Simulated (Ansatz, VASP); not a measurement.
# One calculation of Hg, two programs

```
Hg
1.0
     4.62904    0.00000    0.00000
    -2.31452    4.00887    0.00000
     0.00000    0.00000    3.94590
Hg
3
Cartesian
  0.0000 2.6726 1.9730
  0.0000 0.0000 0.0000
  2.3145 1.3363 1.9730
```

Change from the starting cell: volume scaled by 1.06.

Alike in both runs: task single point; functional PBEsol; k mesh 8 × 8 × 9; occupations fermi-dirac, width 0.05 eV; no spin polarisation.

|  | VASP | Ansatz |
| --- | --- | --- |
| version | VASP 6.6.1 | Ansatz 0.2.0 |
| potentials or method | VASP PAW PBE potentials, release 64 (Hg), cutoff 520 eV | all-electron LAPW, scalar-relativistic |

Ansatz gave:

```
pressure (GPa)                                                : 4.1
traceless stress, the component that is largest in VASP (GPa) : -5.75
```

Task: What did VASP give for the same quantities?

Result: Pressure (GPa): 4.7; traceless stress, the component that is largest in VASP (GPa): -6.19.

VASP's potentials were made for PBE, not for PBEsol. Ansatz ran all-electron here, and VASP with PAW potentials.

Neither program's run includes spin-orbit coupling.
